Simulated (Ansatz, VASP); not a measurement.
**Two plane-wave programs on Ga3Se**

```
Ga Se
1.0
     4.27010    0.00000    0.00000
     0.00000    4.33659    0.00000
     0.00000    0.00000    4.33659
Ga Se
3 1
Direct
  0.07933 0.50000 0.50000
  0.50044 0.00000 0.50000
  0.50044 0.50000 0.00000
  0.91980 0.00000 0.00000
```

Alike in both runs: task single point; functional PBEsol; k mesh 8 × 8 × 8; occupations gaussian, width 0.1 eV; no spin polarisation.

```csv
,VASP,Ansatz
version,VASP 6.6.1,Ansatz 0.2.0
potentials or method,"VASP PAW PBE potentials, release 64 (Ga_d, Se), cutoff 520 eV","scalar-relativistic, plane waves, PAW"
valence electrons in the cell,45,55
```

Ansatz gave:

```
gap on the k mesh at the Fermi level (eV)                     : none
pressure (GPa)                                                : -0.3
traceless stress, the component that is largest in VASP (GPa) : -1.21
rms of the force components (eV/Å)                            : 0.059
```

Task: Estimate VASP's values.

Result: gap on the k mesh at the Fermi level (eV): none; pressure (GPa): -0.2; traceless stress, the component that is largest in VASP (GPa): -1.21; rms of the force components (eV/Å): 0.057.

VASP's potentials were made for PBE, not for PBEsol. Atom by atom the forces differ by 0.004 eV/Å (rms over components). A gap of «none» marks a metal or a gap that the smearing closes. With one functional, cell and mesh, what is left measures potentials, basis and numerics. VASP's potentials hold 45 valence electrons a cell and Ansatz's 55, so a difference there can come from the potentials and not from the codes.
